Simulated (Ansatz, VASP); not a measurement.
# One calculation of Rb, two programs

```
Rb
1.0
    -2.24678    2.24678    2.24678
     2.24678   -2.24678    2.24678
     2.24678    2.24678   -2.24678
Rb
1
Cartesian
  0.0000 0.0000 0.0000
```

Alike in both runs: task single point; functional r2SCAN; k mesh 11 × 11 × 11; occupations methfessel-paxton of order 1, width 0.0459 eV; no spin polarisation.

|  | VASP | Ansatz |
| --- | --- | --- |
| version | VASP 6.6.1 | Ansatz 0.2.0 |
| potentials or method | VASP PAW PBE potentials, release 64 (Rb_sv), cutoff 520 eV | PAW plane waves |
| valence electrons in the cell | 9 | 9 |

|  | VASP | Ansatz | Ansatz less VASP |
| --- | --- | --- | --- |
| pressure (GPa) | 7.1 | 7.0 | -0.02 |

VASP's potentials were made for PBE, not for r2SCAN.
